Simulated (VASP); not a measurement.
# Ir (Fm-3m) in VASP: further runs

Ir is run at these levels: r2SCAN; tasks: single point, relaxation of cell and atoms.

Everything below comes from runs of VASP 6.6.1. Logs are shortened: lines on timing, memory, paths and dates and some standing lists are left out, and cuts for length are marked.

## Step 1: The cell of the first run

Symmetry: Fm-3m, No. 225, cubic system. Conventional cell: a = 3.845 Å, b = 3.845 Å, c = 3.845 Å, α = 90.00°, β = 90.00°, γ = 90.00°. Ir (site symmetry m-3m) has 12 Ir at 2.72 Å within 3.6 Å.

## Step 2: Single point, r2SCAN

POSCAR

```
Ir
1.0
    0.0000000000      1.9225500407      1.9225500407
    1.9225500407      0.0000000000      1.9225500407
    1.9225500407      1.9225500407      0.0000000000
Ir
1
Direct
    0.0000000000      0.0000000000      0.0000000000
```

INCAR.step1

```
SYSTEM = Ir
PREC = Accurate
ENCUT = 620
ISMEAR = -1
SIGMA = 0.1
LREAL = .FALSE.
LASPH = .TRUE.
NELM = 120
NBANDS = 14
GGA = PE
ALGO = Normal
EDIFF = 1E-5
LWAVE = .TRUE.
LCHARG = .FALSE.
GGA_COMPAT = .FALSE.
```

INCAR.step2

```
SYSTEM = Ir
PREC = Accurate
ENCUT = 620
EDIFF = 1E-6
ISMEAR = -1
SIGMA = 0.1
LREAL = .FALSE.
LASPH = .TRUE.
NELM = 120
ALGO = Normal
ISIF = 2
LWAVE = .FALSE.
LCHARG = .FALSE.
METAGGA = R2SCAN
LMIXTAU = .TRUE.
NBANDS = 14
ISTART = 1
GGA_COMPAT = .FALSE.
```

KPOINTS

```
regular mesh
0
G
  24 24 24
  0 0 0
```

Potentials or basis: VASP PAW PBE potentials, release 64 (Ir_sv_GW).

On the command line:

```sh
$ cat potpaw_PBE.64/Ir_sv_GW/POTCAR > POTCAR
$ cp INCAR.step1 INCAR
$ mpirun -np 1 vasp_std > vasp.out
$ cp INCAR.step2 INCAR
$ mpirun -np 1 vasp_std > vasp.out
```

OUTCAR:

```text
SYSTEM = Ir
   PREC = Accurate
   ENCUT = 620
   EDIFF = 1E-6
   ISMEAR = -1
   LREAL = .FALSE.
   LASPH = .TRUE.
   NELM = 120
   ISIF = 2
   METAGGA = R2SCAN
   ISTART = 1

 ion  position               nearest neighbor table
   1  0.000  0.000  0.000-

  LATTYP: Found a face centered cubic cell.
 ALAT       =     3.8451000814

  Lattice vectors:

 A1 = (   0.0000000000,   1.9225500407,   1.9225500407)
 A2 = (   1.9225500407,   0.0000000000,   1.9225500407)
 A3 = (   1.9225500407,   1.9225500407,   0.0000000000)

Analysis of symmetry for initial positions (statically):
=====================================================================
 Subroutine PRICEL returns:
 Original cell was already a primitive cell.

 Routine SETGRP: Setting up the symmetry group for a
 face centered cubic supercell.

 Subroutine GETGRP returns: Found 48 space group operations
 (whereof 48 operations were pure point group operations)
 out of a pool of 48 trial point group operations.

The static configuration has the point symmetry O_h .

Analysis of symmetry for dynamics (positions and initial velocities):
=====================================================================
 Subroutine PRICEL returns:
 Original cell was already a primitive cell.

 Routine SETGRP: Setting up the symmetry group for a
 face centered cubic supercell.

 Subroutine GETGRP returns: Found 48 space group operations
 (whereof 48 operations were pure point group operations)
 out of a pool of 48 trial point group operations.

The dynamic configuration has the point symmetry O_h .

 Subroutine INISYM returns: Found 48 space group operations
 (whereof 48 operations are pure point group operations),
 and found     1 'primitive' translations

----------------------------------------------------------------------------------------

                                     Primitive cell

  volume of cell :      14.2123

  direct lattice vectors                    reciprocal lattice vectors
     0.000000000  1.922550041  1.922550041    -0.260071254  0.260071254  0.260071254
     1.922550041  0.000000000  1.922550041     0.260071254 -0.260071254  0.260071254
     1.922550041  1.922550041  0.000000000     0.260071254  0.260071254 -0.260071254

  length of vectors
     2.718896342  2.718896342  2.718896342     0.450456626  0.450456626  0.450456626

  position of ions in fractional coordinates (direct lattice)
     0.000000000  0.000000000  0.000000000

  ion indices of the primitive-cell ions
   primitive index   ion index
                 1           1

----------------------------------------------------------------------------------------

 KPOINTS: regular mesh

Automatic generation of k-mesh.
 Grid dimensions read from file:
 generate k-points for:   24   24   24

 Generating k-lattice:

  Cartesian coordinates                     Fractional coordinates (reciprocal lattice)
    -0.010836302  0.010836302  0.010836302     0.041666667  0.000000000  0.000000000
     0.010836302 -0.010836302  0.010836302     0.000000000  0.041666667  0.000000000
     0.010836302  0.010836302 -0.010836302     0.000000000  0.000000000  0.041666667

  Length of vectors
     0.018769026  0.018769026  0.018769026

  Shift w.r.t. Gamma in fractional coordinates (k-lattice)
     0.000000000  0.000000000  0.000000000

 Subroutine IBZKPT returns following result:
 ===========================================

 Found    413 irreducible k-points:

 Following reciprocal coordinates:
            Coordinates               Weight
  0.000000  0.000000  0.000000      1.000000
  0.041667  0.000000  0.000000      8.000000
  0.083333  0.000000  0.000000      8.000000
  0.125000  0.000000  0.000000      8.000000
  0.166667  0.000000  0.000000      8.000000
  0.208333  0.000000  0.000000      8.000000
[... 16 lines left out ...]
  0.416667  0.041667  0.000000     24.000000
  0.458333  0.041667  0.000000     24.000000
 [... further k-points ...]
   k-points           NKPTS =    413   k-points in BZ     NKDIM =    413   number of bands    NBANDS=     14
   number of dos      NEDOS =    301   number of ions     NIONS =      1
   total plane-waves  NPLWV =  13824
   dimension x,y,z NGX =    24 NGY =   24 NGZ =   24
   dimension x,y,z NGXF=    48 NGYF=   48 NGZF=   48
   ions per type =               1
   NGX,Y,Z   is equivalent  to a cutoff of  14.67, 14.67, 14.67 a.u.
   NGXF,Y,Z  is equivalent  to a cutoff of  29.35, 29.35, 29.35 a.u.
 SYSTEM =  Ir
   PREC   = accura    normal or accurate (medium, high low for compatibility)
   ISTART =      1    job   : 0-new  1-cont  2-samecut
   ICHARG =      0    charge: 1-file 2-atom 10-const
   ISPIN  =      1    spin polarized calculation?
   LNONCOLLINEAR =      F non collinear calculations
   LSORBIT =      F    spin-orbit coupling
   LASPH  =      T    aspherical Exc in radial PAW
   ENCUT  =  620.0 eV  45.57 Ry    6.75 a.u.   5.52  5.52  5.52*2*pi/ulx,y,z
   NELM   =    120;   NELMIN=  2; NELMDL=  0     # of ELM steps
   EDIFF  = 0.1E-05   stopping-criterion for ELM
   LREAL  =      F    real-space projection
   EDIFFG = 0.1E-04   stopping-criterion for IOM
   NSW    =      0    number of steps for IOM
   IBRION =     -1    ionic relax: 0-MD 1-quasi-New 2-CG
   NFREE  =      0    steps in history (QN), initial steepest desc. (CG)
   ISIF   =      2    stress and relaxation
   ISYM   =      2    0-nonsym 1-usesym 2-fastsym
   POTIM  = 0.5000    time-step for ionic-motion
   TEBEG  =    0.0;   TEEND  =   0.0 temperature during run
   PSTRESS=    0.0 pullay stress
   NELECT =      17.0000    total number of electrons
   NUPDOWN=      -1.0000    fix difference up-down
   EMIN   =  10.00;   EMAX   =-10.00  energy-range for DOS
   EFERMI =   0.00;   METHOD = LEGACY
   ISMEAR =    -1;   SIGMA  =   0.10  broadening in eV -4-tet -1-fermi 0-gaus
   EFERMI_NEDOS =   21; number of points for ismear=-14 and -15
   IALGO  =     38    algorithm
   IMIX   =      4    mixing-type and parameters
     AMIX     =   0.40;   BMIX     =  1.00
     AMIX_MAG =   1.60;   BMIX_MAG =  1.00
  volume/ion in A,a.u.               =      14.21        95.91
  Fermi-wavevector in a.u.,A,eV,Ry     =   1.737815  3.283994 41.089597  3.020000
  Thomas-Fermi vector in A             =   2.810966
   LORBIT       =      0    0 simple, 1 ext, 2 COOP (PROOUT), +10 PAW based schemes
   METAGGA = R2SCAN    functional components
   LHFCALC =     F    Hartree Fock is set to
   AEXX    =    0.0000 exact exchange contribution
   IVDW    =     0    specifies the selected vdW correction
   LEPSILON=     F    determine dielectric tensor
   LRPA    =     F    only Hartree local field effects (RPA)
 non-spin polarized calculation
  energy-cutoff  :      620.00
  volume of cell :       14.21
 maximum number of plane-waves:       531
 NGX is ok and might be reduce to    24
   NGX = 11   NGY = 11   NGZ = 11

 number of electron      17.0000000 magnetization

 Free energy of the ion-electron system (eV)
  ---------------------------------------------------
  ext. energy  EPLUGINS =         0.00000000
  ---------------------------------------------------
  free energy    TOTEN  =       -52.92239114 eV

  energy without entropy =      -52.89307305  energy(sigma->0) =      -52.90773210

 E-fermi :  12.5634     XC(G=0): -15.8643

 val. band max:       12.5503956100   @ k =   0.2917   0.2917   0.0000
 cond. band min:      12.5648216557   @ k =   0.4583   0.2083   0.0833
 fundamental gap:      0.0144260457
 Fermi energy:        12.5634066219

 k-point     1 :       0.0000    0.0000    0.0000
  band No.  band energies     occupation
      1     -82.4688      2.00000
      2     -38.2666      2.00000
      3     -38.2666      2.00000
      4     -38.2666      2.00000
      5       1.1226      2.00000
      6       8.6059      2.00000
      7       8.6059      2.00000
      8       8.6059      2.00000
      9      11.2945      1.99999
     10      11.2945      1.99999
     11      26.8528      0.00000
     12      32.6252      0.00000
     13      32.6252      0.00000
     14      32.6252      0.00000

 k-point     2 :       0.0417    0.0000    0.0000
  band No.  band energies     occupation
      1     -82.4676      2.00000
      2     -38.2814      2.00000
      3     -38.2686      2.00000
      4     -38.2686      2.00000
      5       1.2038      2.00000
      6       8.5612      2.00000
      7       8.6411      2.00000
      8       8.6411      2.00000
      9      11.2710      2.00000
     10      11.2710      2.00000
     11      26.9941      0.00000
     12      32.2477      0.00000
     13      32.7599      0.00000
     14      32.7599      0.00000

 k-point     3 :       0.0833    0.0000    0.0000
  band No.  band energies     occupation
      1     -82.4639      2.00000
      2     -38.3245      2.00000
      3     -38.2745      2.00000
      4     -38.2745      2.00000
      5       1.4428      2.00000
      6       8.4382      2.00000
      7       8.7392      2.00000
      8       8.7392      2.00000
      9      11.2113      2.00000
     10      11.2113      2.00000
     11      27.3993      0.00000
     12      31.3554      0.00000
     13      33.1578      0.00000
     14      33.1578      0.00000

 k-point     4 :       0.1250    0.0000    0.0000
  band No.  band energies     occupation
      1     -82.4578      2.00000
      2     -38.3925      2.00000
      3     -38.2838      2.00000
      4     -38.2838      2.00000
      5       1.8243      2.00000
      6       8.2686      2.00000
      7       8.8760      2.00000
      8       8.8760      2.00000
      9      11.1480      2.00000
     10      11.1480      2.00000
     11      28.0045      0.00000
     12      30.2795      0.00000
     13      33.8011      0.00000
     14      33.8011      0.00000

 k-point     5 :       0.1667    0.0000    0.0000
  band No.  band energies     occupation
      1     -82.4502      2.00000
      2     -38.4808      2.00000
      3     -38.2959      2.00000
      4     -38.2959      2.00000
      5       2.3189      2.00000
      6       8.1023      2.00000
      7       9.0055      2.00000
      8       9.0055      2.00000
      9      11.1372      2.00000
     10      11.1372      2.00000
     11      28.5973      0.00000
[... 276 lines left out ...]
 k-point    22 :       0.3750    0.0417    0.0000
  band No.  band energies     occupation
      1     -82.4076      2.00000
      2     -38.9520      2.00000
      3     -38.3727      2.00000
      4     -38.3643      2.00000
      5       4.2538      2.00000
      6       8.6294      2.00000
      7       8.7780      2.00000
      8       9.4053      2.00000
      9      12.5783      0.92573
     10      12.8689      0.09004
     11      23.4589      0.00000
     12      27.8978      0.00000
     13      34.0717      0.00000
     14      35.0091      0.00000

 k-point    23 :       0.4167    0.0417    0.0000
  band No.  band energies     occupation
      1     -82.4011      2.00000
      2     -39.0221      2.00000
      3     -38.3810      2.00000
      4     -38.3767      2.00000
      5       4.2991      2.00000
      6       8.5055      2.00000
      7       8.6549      2.00000
      8      10.2687      2.00000
      9      13.1145      0.00805
     10      13.2210      0.00278
     11      22.0698      0.00000
     12      27.3041      0.00000
     13      33.2067      0.00000
     14      33.8822      0.00000

 k-point    24 :       0.4583    0.0417    0.0000
  band No.  band energies     occupation
      1     -82.3967      2.00000
      2     -39.0697      2.00000
      3     -38.3862      2.00000
      4     -38.3857      2.00000
      5       4.2998      2.00000
      6       8.4230      2.00000
      7       8.5639      2.00000
      8      11.0405      2.00000
      9      13.4502      0.00028
     10      13.5883      0.00007
     11      20.8926      0.00000
     12      26.9273      0.00000
     13      32.6629      0.00000
     14      33.0207      0.00000

 [... further k-points ...]

------------------------ aborting loop because EDIFF is reached ----------------------------------------

  FORCE on cell =-STRESS in cart. coord.  units (eV):
  Direction    XX          YY          ZZ          XY          YZ          ZX
  --------------------------------------------------------------------------------------
  -------------------------------------------------------------------------------------
  Total       -0.0819035     -0.0819035     -0.0819035     -0.0000000     -0.0000000     -0.0000000
  in kB       -9.2331527     -9.2331527     -9.2331527     -0.0000000     -0.0000000     -0.0000000
  external PRESSURE =      -9.2331527 kB  Pullay stress =       0.0000000 kB

 VOLUME and BASIS-vectors are now :
 -----------------------------------------------------------------------------
  energy-cutoff  :      620.00
  volume of cell :       14.21
      direct lattice vectors                 reciprocal lattice vectors
     0.000000000  1.922550041  1.922550041    -0.260071254  0.260071254  0.260071254
     1.922550041  0.000000000  1.922550041     0.260071254 -0.260071254  0.260071254
     1.922550041  1.922550041  0.000000000     0.260071254  0.260071254 -0.260071254

 POSITION                                       TOTAL-FORCE (eV/Angst)
 -----------------------------------------------------------------------------------
      0.00000      0.00000      0.00000         0.000000      0.000000      0.000000
 -----------------------------------------------------------------------------------
    total drift:                                0.000000      0.000000     -0.000000

  FREE ENERGIE OF THE ION-ELECTRON SYSTEM (eV)
  ---------------------------------------------------
  free  energy   TOTEN  =       -52.9223911405 eV

  energy  without entropy=      -52.8930730542  energy(sigma->0) =      -52.90773210
```

Run time: 5 min. Hardware: 1 thread of Intel Xeon Platinum 8259CL at 2.50GHz (Skylake/Cascade Lake), shared host; peak memory 0.25 GiB.

Results:

| Property | Result |
| --- | --- |
| Free energy | -52.9224 eV |
| Pressure | -0.9 GPa |
| Band gap on the k mesh | zero (an odd number of electrons rules out a gap without spin polarisation) |

Caveat: the PAW data sets were made with another functional, which shifts forces and pressure a little; spin-orbit coupling is left out, which moves the levels of the heavy elements.

## Step 3: Relaxation of cell and atoms, r2SCAN

This run uses another cell than the first one, of 14.06 Å³/atom.

POSCAR

```
Ir
1.0
    0.0000000000      1.9156000000      1.9156000000
    1.9156000000      0.0000000000      1.9156000000
    1.9156000000      1.9156000000      0.0000000000
Ir
1
Direct
    0.0000000000      0.0000000000      0.0000000000
```

INCAR.step1

```
SYSTEM = Ir
ALGO = Normal ; EDIFF = 1E-4
ENCUT = 600 ; GGA = PE
ISMEAR = -1 ; LASPH = .TRUE.
LCHARG = .FALSE. ; LREAL = .FALSE.
LWAVE = .TRUE. ; NELM = 80
PREC = Accurate ; SIGMA = 0.1
```

INCAR.step2

```
SYSTEM = Ir
ALGO = Normal ; EDIFF = 1E-6
EDIFFG = -0.002 ; ENCUT = 600
IBRION = 2 ; ISIF = 3
ISMEAR = -1 ; ISTART = 1
LASPH = .TRUE. ; LCHARG = .FALSE.
LMIXTAU = .TRUE. ; LREAL = .FALSE.
LWAVE = .FALSE. ; METAGGA = R2SCAN
NELM = 80 ; NSW = 100
PREC = Accurate ; SIGMA = 0.1
```

KPOINTS

```
k-points
0
G
  24 24 24
  0 0 0
```

Potentials or basis: VASP PAW PBE potentials, release 64 (Ir).

On the command line:

```sh
$ cat potpaw_PBE.64/Ir/POTCAR > POTCAR
$ cp INCAR.step1 INCAR
$ mpirun -np 1 vasp_std > vasp.out
$ cp INCAR.step2 INCAR
$ mpirun -np 1 vasp_std > vasp.out
```

It took 4.6 min on 1 thread of Intel Xeon Platinum 8488C (Sapphire Rapids), shared host; peak memory 0.21 GiB.

The run converged. Its results:

```yaml
Free_energy: -52.3809 eV
Relaxed_volume: 14.31 Å³/atom
Relaxed_cell: a = 2.725 Å, b = 2.725 Å, c = 2.725 Å, α = 60.00°, β = 60.00°, γ = 60.00°
Space_group_after_relaxing_to_0.1_Å: Fm-3m (No. 225)
Energy_gained_by_relaxing: 5.2 meV/atom
Ionic_steps: 4
Pressure_after_relaxing: 0.0 GPa
Band_gap_on_the_k_mesh: zero (an odd number of electrons rules out a gap without spin polarisation)
```

The path:
```tsv
step	energy change (eV)	largest force (eV/Å)	pressure (GPa)	volume (Å³)
1	0.0000	0.0000	6.88	14.06
2	0.0687	0.0000	-21.62	15.32
3	-0.0052	0.0000	-0.19	14.31
4	-0.0052	0.0000	0.00	14.31
```

Final structure:
```xyz
1
Lattice="0.0000 1.9268 1.9268 1.9268 0.0000 1.9268 1.9268 1.9268 0.0000" Properties=species:S:1:pos:R:3 pbc="T T T"
Ir    0.0000    0.0000    0.0000
```

Levels at points of the mesh, in eV from the Fermi level:
```csv
k point,band 1,band 2,band 3,band 4,band 5,band 6,band 7,band 8
"(0.00, 0.00, 0.00)",-11.40,-3.93,-3.93,-3.93,-1.26,-1.26,15.13,20.92
"(0.50, 0.00, 0.00)",-8.29,-4.08,-4.08,-0.67,0.92,0.92,7.55,14.76
"(0.50, 0.50, 0.00)",-8.07,-7.50,0.83,1.55,1.55,1.79,10.92,12.28
```

Caveat: the PAW data sets were made with another functional, which shifts forces and pressure a little; spin-orbit coupling is left out, which moves the levels of the heavy elements.
